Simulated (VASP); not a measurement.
Runs of VASP 6.6.1 on V. The structure is that of space group Im-3m (No. 229), or close to it. The cells are those of the table. 

| task | cell | k mesh | cutoff (eV) | smearing | gap on the mesh (eV) | pressure (GPa) | relaxed volume (Å³/atom) |
| --- | --- | --- | --- | --- | --- | --- | --- |
| single point | a = 2.589 Å, angles 109.5°, 1 atom | 10 × 10 × 10 | 520 | gaussian 0.1 eV | none | 0.2 | - |
| single point | a = 2.588 Å, angles 109.5°, 1 atom | 20 × 20 × 20 | 520 | fermi-dirac 0.15 eV | none | 0.3 | - |
| single point | a = 2.584 Å, angles 109.5°, 1 atom | 20 × 20 × 20 | 520 | gaussian 0.1 eV | none | 0.3 | - |
| relaxation of cell and atoms | relaxed from a = 2.584 Å, angles 109.5°, 1 atom | 20 × 20 × 20 | 600 | fermi-dirac 0.15 eV | none | 0.0 | 13.35 |
| relaxation of cell and atoms | relaxed from a = 2.620 Å, angles 109.5°, 1 atom | 10 × 10 × 10 | 600 | gaussian 0.1 eV | none | -0.1 | (a) |

Alike in all rows: level r2SCAN; potentials or basis VASP PAW PBE potentials, release 64 (V_sv); no spin polarisation.

Question: Fill in the values left out.

Answer: (a) 13.37.

Caveats: the PAW data sets were made with another functional, which shifts forces and pressure a little.

A gap of «none» marks levels without a gap at the run's occupations.
